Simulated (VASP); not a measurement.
The system is Pt.

```xyz
1
Lattice="0.0000 1.9579 1.9579 1.9579 0.0000 1.9579 1.9579 1.9579 0.0000" Properties=species:S:1:pos:R:3 pbc="T T T"
Pt    0.0000    0.0000    0.0000
```

```yaml
Program: VASP 6.6.1
Task: relaxation of cell and atoms
Functional: LDA
Potentials_or_basis: VASP PAW LDA potentials, release 64 (Pt)
Cutoff: 600 eV
k_mesh: 18 × 18 × 18
Occupations: gaussian, width 0.1 eV
Spin: no spin polarisation
```

At the start: pressure -4.1 GPa; volume 15.01 Å³/atom.

Q: Where does the relaxation end?

A: Over 6 steps the energy falls by 2.8 meV/atom and the volume is 14.80 Å³/atom (-1.4 %); space group Fm-3m (No. 225, to 0.05 Å).

The path:
| step | energy change (eV) | largest force (eV/Å) | pressure (GPa) | volume (Å³) |
| --- | --- | --- | --- | --- |
| 1 | 0.0000 | 0.0000 | -4.14 | 15.01 |
| 2 | 0.0241 | 0.0000 | 14.67 | 14.18 |
| 3 | -0.0028 | 0.0000 | -0.16 | 14.80 |
| 4 | -0.0028 | 0.0000 | 0.06 | 14.80 |
| 5 | -0.0028 | 0.0000 | -0.10 | 14.81 |
| 6 | -0.0028 | 0.0000 | 0.01 | 14.80 |

Final structure:
```yaml
crystal:
  lattice:
    - [0.00000, 1.94868, 1.94868]
    - [1.94868, 0.00000, 1.94868]
    - [1.94868, 1.94868, 0.00000]
  atoms:
    - { symbol: Pt, position: [0.00000, 0.00000, 0.00000] }
```
